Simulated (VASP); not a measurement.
# MgO in VASP: notebook

MgO is run at these levels: r2SCAN; tasks: single point.

All numbers are computed with VASP 6.6.1; they aren't measurements. Logs are shortened: lines on timing, memory, paths and dates and some standing lists are left out, and cuts for length are marked.

**1. The cell of the first run**

It takes space group I4/mmm (No. 139, tetragonal). The conventional cell has a = 2.943 Å, b = 2.943 Å, c = 4.231 Å, α = 90.00°, β = 90.00°, γ = 90.00°. Within 2.8 Å of Mg (site symmetry 4/mmm) lie 6 O at 2.08 to 2.12 Å. Within 2.8 Å of O (site symmetry 4/mmm) lie 6 Mg at 2.08 to 2.12 Å.

**2. Single point, r2SCAN (biaxial strain in the a-b plane: -1.0 %, then relaxed in part)**

The input, POSCAR:

```
MgO
1.0
    2.0811789439      2.0811789439      0.0000000000
   -2.0811789439      2.0811789439      0.0000000000
    0.0000000000      0.0000000000      4.2307935436
Mg O
2 2
Direct
    0.0000000000      0.0000000000      0.0000000000
    0.5000000000      0.5000000000      0.5000000000
    0.5000000000      0.5000000000      0.0000000000
    0.0000000000      0.0000000000      0.5000000000
```

The input, INCAR.step1:

```
SYSTEM = MgO
PREC     = Accurate       ! precision mode
ENCUT    = 520            ! plane-wave cutoff, eV
ISMEAR   = 0              ! smearing method
SIGMA    = 0.02           ! smearing width, eV
LREAL    = .FALSE.        ! projectors in reciprocal space
LASPH    = .TRUE.         ! aspherical terms in the spheres
NELM     = 60             ! most SCF steps
NBANDS   = 16             ! bands
GGA      = PE             ! functional
ALGO     = Normal         ! electronic algorithm
EDIFF    = 1E-4           ! SCF threshold, eV
LWAVE    = .TRUE.         ! write WAVECAR
LCHARG   = .FALSE.        ! write CHGCAR
```

The input, INCAR.step2:

```
SYSTEM = MgO
PREC     = Accurate       ! precision mode
ENCUT    = 520            ! plane-wave cutoff, eV
EDIFF    = 1E-6           ! SCF threshold, eV
ISMEAR   = 0              ! smearing method
SIGMA    = 0.02           ! smearing width, eV
LREAL    = .FALSE.        ! projectors in reciprocal space
LASPH    = .TRUE.         ! aspherical terms in the spheres
NELM     = 60             ! most SCF steps
ALGO     = Normal         ! electronic algorithm
ISIF     = 2              ! what is computed and relaxed
LWAVE    = .FALSE.        ! write WAVECAR
LCHARG   = .FALSE.        ! write CHGCAR
METAGGA  = R2SCAN         ! meta-GGA
LMIXTAU  = .TRUE.       
NBANDS   = 16             ! bands
ISTART   = 1
```

The input, KPOINTS:

```
Automatic mesh
0
G
  8 8 6
  0 0 0
```

Potentials or basis: VASP PAW PBE potentials, release 64 (Mg, O).

On the command line:

```bash
$ cat potpaw_PBE.64/Mg/POTCAR potpaw_PBE.64/O/POTCAR > POTCAR
$ cp INCAR.step1 INCAR
$ mpirun -np 1 vasp_std > vasp.out
$ cp INCAR.step2 INCAR
$ mpirun -np 1 vasp_std > vasp.out
```

OUTCAR:

```text
SYSTEM = MgO
   PREC = Accurate
   ENCUT = 520
   EDIFF = 1E-6
   ISMEAR = 0
   LREAL = .FALSE.
   LASPH = .TRUE.
   NELM = 60
   ISIF = 2
   METAGGA = R2SCAN
   ISTART = 1

 ion  position               nearest neighbor table
   1  0.000  0.000  0.000-   3 2.08   3 2.08   3 2.08   3 2.08   4 2.12   4 2.12   2 2.97   2 2.97
                             2 2.97   2 2.97   2 2.97   2 2.97   2 2.97   2 2.97
   2  0.500  0.500  0.500-   4 2.08   4 2.08   4 2.08   4 2.08   3 2.12   3 2.12   1 2.97   1 2.97
                             1 2.97   1 2.97   1 2.97   1 2.97   1 2.97   1 2.97
   3  0.500  0.500  0.000-   1 2.08   1 2.08   1 2.08   1 2.08   2 2.12   2 2.12
   4  0.000  0.000  0.500-   2 2.08   2 2.08   2 2.08   2 2.08   1 2.12   1 2.12

  LATTYP: Found a simple tetragonal cell.
 ALAT       =     2.9432314882
 C/A-ratio  =     1.4374654391

  Lattice vectors:

 A1 = (   2.0811789439,   2.0811789439,   0.0000000000)
 A2 = (  -2.0811789439,   2.0811789439,   0.0000000000)
 A3 = (   0.0000000000,   0.0000000000,   4.2307935436)

Analysis of symmetry for initial positions (statically):
=====================================================================
 Subroutine PRICEL returns following result:

  LATTYP: Found a body centered tetragonal cell.
 ALAT       =     2.9432314882
 C/A-ratio  =     1.4374654391

  Lattice vectors:

 A1 = (   2.0811789439,   0.0000000000,  -2.1153967718)
 A2 = (  -2.0811789439,   0.0000000000,  -2.1153967718)
 A3 = (   0.0000000000,   2.0811789439,   2.1153967718)

   2 primitive cells build up your supercell.

 Routine SETGRP: Setting up the symmetry group for a
 simple tetragonal supercell.

 Subroutine GETGRP returns: Found 16 space group operations
 (whereof 16 operations were pure point group operations)
 out of a pool of 16 trial point group operations.

The static configuration has the point symmetry D_4h.

Analysis of symmetry for dynamics (positions and initial velocities):
=====================================================================
 Subroutine PRICEL returns following result:

  LATTYP: Found a body centered tetragonal cell.
 ALAT       =     2.9432314882
 C/A-ratio  =     1.4374654391

  Lattice vectors:

 A1 = (   2.0811789439,   0.0000000000,  -2.1153967718)
 A2 = (  -2.0811789439,   0.0000000000,  -2.1153967718)
 A3 = (   0.0000000000,   2.0811789439,   2.1153967718)

   2 primitive cells build up your supercell.

 Routine SETGRP: Setting up the symmetry group for a
 simple tetragonal supercell.

 Subroutine GETGRP returns: Found 16 space group operations
 (whereof 16 operations were pure point group operations)
 out of a pool of 16 trial point group operations.

The dynamic configuration has the point symmetry D_4h.

 Subroutine INISYM returns: Found 16 space group operations
 (whereof 16 operations are pure point group operations),
 and found     2 'primitive' translations

----------------------------------------------------------------------------------------

                                     Primitive cell

  volume of cell :      18.3249

  direct lattice vectors                    reciprocal lattice vectors
     2.081178944  0.000000000 -2.115396772     0.240248443  0.240248443 -0.236362278
    -2.081178944  0.000000000 -2.115396772    -0.240248443  0.240248443 -0.236362278
     0.000000000  2.081178944  2.115396772     0.000000000  0.480496885  0.000000000

  length of vectors
     2.967525787  2.967525787  2.967525787     0.413890994  0.413890994  0.480496885

  position of ions in fractional coordinates (direct lattice)
     0.000000000  0.000000000  0.000000000
     0.500000000  0.500000000  0.000000000

  ion indices of the primitive-cell ions
   primitive index   ion index
                 1           1
                 2           4

----------------------------------------------------------------------------------------

 KPOINTS: Automatic mesh

Automatic generation of k-mesh.
 Grid dimensions read from file:
 generate k-points for:    8    8    6

 Generating k-lattice:

  Cartesian coordinates                     Fractional coordinates (reciprocal lattice)
     0.030031055  0.030031055  0.000000000     0.125000000  0.000000000  0.000000000
    -0.030031055  0.030031055  0.000000000     0.000000000  0.125000000  0.000000000
     0.000000000  0.000000000  0.039393713     0.000000000  0.000000000  0.166666667

  Length of vectors
     0.042470326  0.042470326  0.039393713

  Shift w.r.t. Gamma in fractional coordinates (k-lattice)
     0.000000000  0.000000000  0.000000000

 Subroutine IBZKPT returns following result:
 ===========================================

 Found     60 irreducible k-points:

 Following reciprocal coordinates:
            Coordinates               Weight
  0.000000  0.000000  0.000000      1.000000
  0.125000  0.000000  0.000000      4.000000
  0.250000  0.000000  0.000000      4.000000
  0.375000  0.000000  0.000000      4.000000
  0.500000  0.000000  0.000000      2.000000
  0.125000  0.125000  0.000000      4.000000
[... 16 lines left out ...]
  0.375000  0.125000  0.166667     16.000000
  0.500000  0.125000  0.166667      8.000000
 [... further k-points ...]
   k-points           NKPTS =     60   k-points in BZ     NKDIM =     60   number of bands    NBANDS=     16
   number of dos      NEDOS =    301   number of ions     NIONS =      4
   total plane-waves  NPLWV =  18432
   dimension x,y,z NGX =    24 NGY =   24 NGZ =   32
   dimension x,y,z NGXF=    48 NGYF=   48 NGZF=   64
   ions per type =               2   2
   NGX,Y,Z   is equivalent  to a cutoff of  13.56, 13.56, 12.57 a.u.
   NGXF,Y,Z  is equivalent  to a cutoff of  27.11, 27.11, 25.15 a.u.
 SYSTEM =  MgO
   PREC   = accura    normal or accurate (medium, high low for compatibility)
   ISTART =      1    job   : 0-new  1-cont  2-samecut
   ICHARG =      0    charge: 1-file 2-atom 10-const
   ISPIN  =      1    spin polarized calculation?
   LNONCOLLINEAR =      F non collinear calculations
   LSORBIT =      F    spin-orbit coupling
   LASPH  =      T    aspherical Exc in radial PAW
   ENCUT  =  520.0 eV  38.22 Ry    6.18 a.u.   5.47  5.47  7.87*2*pi/ulx,y,z
   NELM   =     60;   NELMIN=  2; NELMDL=  0     # of ELM steps
   EDIFF  = 0.1E-05   stopping-criterion for ELM
   LREAL  =      F    real-space projection
   EDIFFG = 0.1E-04   stopping-criterion for IOM
   NSW    =      0    number of steps for IOM
   IBRION =     -1    ionic relax: 0-MD 1-quasi-New 2-CG
   NFREE  =      0    steps in history (QN), initial steepest desc. (CG)
   ISIF   =      2    stress and relaxation
   ISYM   =      2    0-nonsym 1-usesym 2-fastsym
   POTIM  = 0.5000    time-step for ionic-motion
   TEBEG  =    0.0;   TEEND  =   0.0 temperature during run
   PSTRESS=    0.0 pullay stress
   NELECT =      16.0000    total number of electrons
   NUPDOWN=      -1.0000    fix difference up-down
   EMIN   =  10.00;   EMAX   =-10.00  energy-range for DOS
   EFERMI =   0.00;   METHOD = LEGACY
   ISMEAR =     0;   SIGMA  =   0.02  broadening in eV -4-tet -1-fermi 0-gaus
   EFERMI_NEDOS =   21; number of points for ismear=-14 and -15
   IALGO  =     38    algorithm
   IMIX   =      4    mixing-type and parameters
     AMIX     =   0.40;   BMIX     =  1.00
     AMIX_MAG =   1.60;   BMIX_MAG =  1.00
  volume/ion in A,a.u.               =       9.16        61.83
  Fermi-wavevector in a.u.,A,eV,Ry     =   1.241913  2.346876 20.984926  1.542349
  Thomas-Fermi vector in A             =   2.376290
   LORBIT       =      0    0 simple, 1 ext, 2 COOP (PROOUT), +10 PAW based schemes
   METAGGA = R2SCAN    functional components
   LHFCALC =     F    Hartree Fock is set to
   AEXX    =    0.0000 exact exchange contribution
   IVDW    =     0    specifies the selected vdW correction
   LEPSILON=     F    determine dielectric tensor
   LRPA    =     F    only Hartree local field effects (RPA)
 non-spin polarized calculation
 Gauss-broadening in eV      SIGMA  =   0.02
  energy-cutoff  :      520.00
  volume of cell :       36.65
 maximum number of plane-waves:      1020
 NGX is ok and might be reduce to    24
   NGX = 11   NGY = 11   NGZ = 15

 number of electron      15.9999986 magnetization

 Free energy of the ion-electron system (eV)
  ---------------------------------------------------
  ext. energy  EPLUGINS =         0.00000000
  ---------------------------------------------------
  free energy    TOTEN  =       -32.31686793 eV

  energy without entropy =      -32.31686793  energy(sigma->0) =      -32.31686793

 E-fermi :   3.0627     XC(G=0): -11.6940

 val. band max:        2.9415785052   @ k =   0.0000   0.0000   0.0000
 cond. band min:       8.7179521332   @ k =   0.0000   0.0000   0.0000
 fundamental gap:      5.7763736280
 Fermi energy:         3.0626885912

 k-point     1 :       0.0000    0.0000    0.0000
  band No.  band energies     occupation
      1     -15.3819      2.00000
      2     -13.8598      2.00000
      3      -1.3006      2.00000
      4       1.5655      2.00000
      5       1.5655      2.00000
      6       2.9072      2.00000
[... 8 lines left out ...]
     15      19.9287      0.00000
     16      23.7301      0.00000

 k-point     2 :       0.1250    0.0000    0.0000
  band No.  band energies     occupation
      1     -15.2681      2.00000
      2     -13.8424      2.00000
      3      -1.1426      2.00000
      4       1.1002      2.00000
      5       1.6166      2.00000
      6       2.2742      2.00000
[... 8 lines left out ...]
     15      20.2055      0.00000
     16      23.2376      0.00000

 k-point     3 :       0.2500    0.0000    0.0000
  band No.  band energies     occupation
      1     -14.9581      2.00000
      2     -13.8268      2.00000
      3      -0.6844      2.00000
      4       0.1576      2.00000
      5       1.0224      2.00000
      6       1.7629      2.00000
[... 8 lines left out ...]
     15      21.0353      0.00000
     16      22.7539      0.00000
[... 362 lines left out ...]
 k-point    23 :       0.3750    0.1250    0.1667
  band No.  band energies     occupation
      1     -14.4191      2.00000
      2     -13.9026      2.00000
      3      -0.9369      2.00000
      4      -0.4655      2.00000
      5       0.6174      2.00000
      6       1.7838      2.00000
[... 8 lines left out ...]
     15      21.2946      0.00000
     16      21.4013      0.00000

 k-point    24 :       0.5000    0.1250    0.1667
  band No.  band energies     occupation
      1     -14.0881      2.00000
      2     -14.0881      2.00000
      3      -0.9880      2.00000
      4      -0.9880      2.00000
      5       1.2620      2.00000
      6       1.2620      2.00000
[... 8 lines left out ...]
     15      21.5377      0.00000
     16      21.5377      0.00000

 [... further k-points ...]

------------------------ aborting loop because EDIFF is reached ----------------------------------------

  FORCE on cell =-STRESS in cart. coord.  units (eV):
  Direction    XX          YY          ZZ          XY          YZ          ZX
  --------------------------------------------------------------------------------------
  -------------------------------------------------------------------------------------
  Total        0.5862452      0.5862452     -0.2711743      0.0000000      0.0000000     -0.0000000
  in kB       25.6282641     25.6282641    -11.8546416      0.0000000      0.0000000     -0.0000000
  external PRESSURE =      13.1339622 kB  Pullay stress =       0.0000000 kB

 VOLUME and BASIS-vectors are now :
 -----------------------------------------------------------------------------
  energy-cutoff  :      520.00
  volume of cell :       36.65
      direct lattice vectors                 reciprocal lattice vectors
     2.081178944  2.081178944  0.000000000     0.240248443  0.240248443  0.000000000
    -2.081178944  2.081178944  0.000000000    -0.240248443  0.240248443  0.000000000
     0.000000000  0.000000000  4.230793544     0.000000000  0.000000000  0.236362278

 POSITION                                       TOTAL-FORCE (eV/Angst)
 -----------------------------------------------------------------------------------
      0.00000      0.00000      0.00000        -0.000000     -0.000000     -0.000000
      0.00000      2.08118      2.11540        -0.000000      0.000000     -0.000000
      0.00000      2.08118      0.00000         0.000000      0.000000      0.000000
      0.00000      0.00000      2.11540         0.000000     -0.000000     -0.000000
 -----------------------------------------------------------------------------------
    total drift:                                0.000000     -0.000000     -0.000000

  FREE ENERGIE OF THE ION-ELECTRON SYSTEM (eV)
  ---------------------------------------------------
  free  energy   TOTEN  =       -32.3168679254 eV

  energy  without entropy=      -32.3168679254  energy(sigma->0) =      -32.31686793
```

Wall time 4.3 min (1 thread of AMD EPYC 7R13, shared host); peak memory 0.15 GiB.

What came out:

```yaml
Free_energy: -32.3169 eV
Pressure: 1.3 GPa
Band_gap_on_the_k_mesh: 5.78 eV
```

Caveat: the cell differs from its parent crystal (biaxial strain in the a-b plane: -1.0 %, then relaxed in part); the PAW data sets were made with another functional, which shifts forces and pressure a little.

**3. Single point, r2SCAN (biaxial strain in the a-b plane: -1.0 %)**

POSCAR: that of step 2 with these lines changed.

```diff
@@ -4,3 +4,3 @@
    -2.0811789439      2.0811789439      0.0000000000
-    0.0000000000      0.0000000000      4.2307935436
+    0.0000000000      0.0000000000      4.2296283183
 Mg O
```

INCAR.step1: that of step 2 with these lines changed.

```diff
@@ -7,3 +7,3 @@
 LASPH    = .TRUE.         ! aspherical terms in the spheres
-NELM     = 60             ! most SCF steps
+NELM     = 80             ! most SCF steps
 NBANDS   = 16             ! bands
```

INCAR.step2: that of step 2 with these lines changed.

```diff
@@ -3,3 +3,3 @@
 ENCUT    = 520            ! plane-wave cutoff, eV
-EDIFF    = 1E-6           ! SCF threshold, eV
+EDIFF    = 1E-7           ! SCF threshold, eV
 ISMEAR   = 0              ! smearing method
@@ -8,3 +8,3 @@
 LASPH    = .TRUE.         ! aspherical terms in the spheres
-NELM     = 60             ! most SCF steps
+NELM     = 80             ! most SCF steps
 ALGO     = Normal         ! electronic algorithm
```

KPOINTS is that of step 2.

Potentials or basis: VASP PAW PBE potentials, release 64 (Mg, O).

On the command line:

```bash
$ cat potpaw_PBE.64/Mg/POTCAR potpaw_PBE.64/O/POTCAR > POTCAR
$ cp INCAR.step1 INCAR
$ mpirun -np 1 vasp_std > vasp.out
$ cp INCAR.step2 INCAR
$ mpirun -np 1 vasp_std > vasp.out
```

It took 4.5 min on 1 thread of AMD EPYC 7R13, shared host; peak memory 0.15 GiB.

The run converged. Its results:

```yaml
Free_energy: -32.3169 eV
Pressure: 1.4 GPa
Band_gap_on_the_k_mesh: 5.78 eV
```

Stress tensor (GPa, compression positive):
```
 2.59  0.00  0.00
 0.00  2.59  0.00
 0.00  0.00 -1.10
```

Levels at points of the mesh, in eV from the valence-band top:
```
           k point  band 6  band 7  band 8  band 9  band 10  band 11
(0.00, 0.00, 0.00)   -0.03   -0.03    0.00    5.78    10.15    11.28
(0.50, 0.00, 0.00)   -2.07   -0.70   -0.70   10.64    10.64    12.84
(0.50, 0.50, 0.00)   -1.50   -1.40   -1.40    9.98     9.98    11.25
(0.00, 0.00, 0.50)   -0.77   -0.77   -0.77    9.20     9.20    12.22
(0.50, 0.00, 0.50)   -0.74   -0.70   -0.70    8.91     8.91    14.02
(0.50, 0.50, 0.50)   -3.07   -1.78   -1.78   12.79    12.79    12.79
```

Caveat: the cell differs from its parent crystal (biaxial strain in the a-b plane: -1.0 %); the PAW data sets were made with another functional, which shifts forces and pressure a little.

(Part 1 of 2 ends here.)
